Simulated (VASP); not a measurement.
A run of VASP 6.6.1 is set up as follows.

INCAR

```
SYSTEM = Ag
ALGO     = Fast           ! electronic algorithm
EDIFF    = 1E-7           ! SCF threshold, eV
EDIFFG   = -0.01          ! ionic threshold
ENCUT    = 600            ! plane-wave cutoff, eV
GGA      = PS             ! functional
IBRION   = 2              ! ionic algorithm
ISIF     = 3              ! what is computed and relaxed
ISMEAR   = -1             ! smearing method
IVDW     = 12             ! dispersion correction
LASPH    = .TRUE.         ! aspherical terms in the spheres
LCHARG   = .FALSE.        ! write CHGCAR
LREAL    = .FALSE.        ! projectors in reciprocal space
LWAVE    = .FALSE.        ! write WAVECAR
NELM     = 80             ! most SCF steps
NSW      = 60             ! ionic steps
PREC     = Accurate       ! precision mode
SIGMA    = 0.05           ! smearing width, eV
```

Contents of KPOINTS:

```
k-points
0
G
  11 11 3
  0 0 0
```

File POSCAR:

```
Ag
1.0
    2.8862000000      0.0000000000      0.0000000000
   -1.4431000000      2.4995225204      0.0000000000
    0.0000000000      0.0000000000     10.0000000000
Ag
4
Direct
    0.0000000000      0.0000000000      0.5000000000
    0.0000000000      0.0000000000      0.0000000000
    0.6666666667      0.3333333333      0.7500000000
    0.3333333333      0.6666666667      0.2500000000
```

Potentials or basis: VASP PAW PBE potentials, release 64 (Ag).

Command:

```console
$ cat potpaw_PBE.64/Ag/POTCAR > POTCAR
$ mpirun -np 1 vasp_std > vasp.out
```

Task: What does it give for the relaxed cell?

Result: a = 2.811 Å, b = 2.811 Å, c = 9.296 Å, α = 90.00°, β = 90.00°, γ = 120.00°.

Task: Estimate the band gap on the k mesh.

Result: Zero (bands 22 and 23 overlap by 5.97 eV).

Task: Estimate the space group after relaxing (to 0.1 Å).

Result: P6_3/mmc (No. 194).

Task: Estimate the dispersion energy per atom.

Result: -0.586 eV.

Step by step:
| step | energy change (eV) | largest force (eV/Å) | pressure (GPa) | volume (Å³) |
| --- | --- | --- | --- | --- |
| 1 | 0.0000 | 0.0000 | -11.98 | 72.14 |
| 2 | -0.1956 | 0.0000 | 13.54 | 58.95 |
| 3 | -0.3723 | 0.0000 | 0.19 | 63.71 |
| 4 | -0.3723 | 0.0000 | 0.55 | 63.54 |
| 5 | -0.3936 | 0.0000 | 0.54 | 63.41 |
| 6 | -0.3955 | 0.0000 | 0.54 | 63.36 |
| 7 | -0.3955 | 0.0000 | 0.57 | 63.35 |
| 8 | -0.3955 | 0.0000 | -0.53 | 63.87 |
| 9 | -0.3960 | 0.0000 | -0.02 | 63.60 |

Caveat: the PAW data sets were made with another functional, which shifts forces and pressure a little.
